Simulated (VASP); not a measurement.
Here is a VASP 6.6.1 calculation.

POSCAR

```
NaH
1.0
    0.0000000000      2.5965603919      2.5965603919
    2.5965603919      0.0000000000      2.5965603919
    2.5965603919      2.5965603919      0.0000000000
Na H
1 1
Direct
    0.0000000000      0.0000000000      0.0000000000
    0.2500000000      0.2500000000      0.2500000000
```

Contents of INCAR.step1:

```
SYSTEM = NaH
ALGO = Normal
EDIFF = 1E-4
ENCUT = 520
GGA = PE
ISMEAR = -1
LASPH = .TRUE.
LCHARG = .FALSE.
LREAL = .FALSE.
LWAVE = .TRUE.
NBANDS = 11
NELM = 80
PREC = Accurate
SIGMA = 0.1
```

File INCAR.step2:

```
SYSTEM = NaH
ALGO = Normal
EDIFF = 1E-7
ENCUT = 520
ISIF = 2
ISMEAR = -1
ISTART = 1
LASPH = .TRUE.
LCHARG = .FALSE.
LMIXTAU = .TRUE.
LREAL = .FALSE.
LWAVE = .FALSE.
METAGGA = R2SCAN
NBANDS = 11
NELM = 80
PREC = Accurate
SIGMA = 0.1
```

File KPOINTS:

```
k-points
0
G
  16 16 16
  0 0 0
```

Potentials or basis: VASP PAW PBE potentials, release 64 (Na_pv, H).

Run with:

```sh
$ cat potpaw_PBE.64/Na_pv/POTCAR potpaw_PBE.64/H/POTCAR > POTCAR
$ cp INCAR.step1 INCAR
$ mpirun -np 1 vasp_std > vasp.out
$ cp INCAR.step2 INCAR
$ mpirun -np 1 vasp_std > vasp.out
```

Task: What does it give for the band gap on the k mesh?

Result: 4.05 eV (least direct gap 4.74 eV).

Task: Predict the pressure.

Result: -0.1 GPa.

Caveat: the PAW data sets were made with another functional, which shifts forces and pressure a little. A k mesh can miss the band edges.
